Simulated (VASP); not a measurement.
Hf, 3 atoms in the cell. The structure is hexagonal, space group P6/mmm (No. 191). The conventional cell has a = 4.962 Å, b = 4.962 Å, c = 3.086 Å, α = 90.00°, β = 90.00°, γ = 120.00°. Hf (site symmetry 6/mmm) has 14 Hf at 3.09 to 3.25 Å within 4.1 Å. Hf (site symmetry -6m2) has 11 Hf at 2.87 to 3.25 Å within 3.8 Å. 

- Program: VASP 6.6.1
- Task: single point
- Functional: PBE
- Potentials or basis: VASP PAW PBE potentials, release 64 (Hf_pv)
- Cutoff: 520 eV
- k mesh: 6 × 6 × 9
- Occupations: fermi-dirac, width 0.05 eV
- Spin: no spin polarisation
- Dipole correction: no
- Further INCAR settings: ALGO = Fast; EDIFF = 1e-07; NBANDS = 22

Potentials or basis: VASP PAW PBE potentials, release 64 (Hf_pv).

The run is started by

```bash
$ cat potpaw_PBE.64/Hf_pv/POTCAR > POTCAR
$ mpirun -np 1 vasp_std > vasp.out
```

Hardware: 1 thread of Intel(R) Xeon(R) 6975P-C (Granite Rapids), with other jobs on the host.

Q: How long does it take, and how much memory?

A: It took 29 s on 1 thread of Intel(R) Xeon(R) 6975P-C (Granite Rapids), with other jobs on the host, peak memory 0.2 GiB. Counts: scf iterations 18, k points 35.
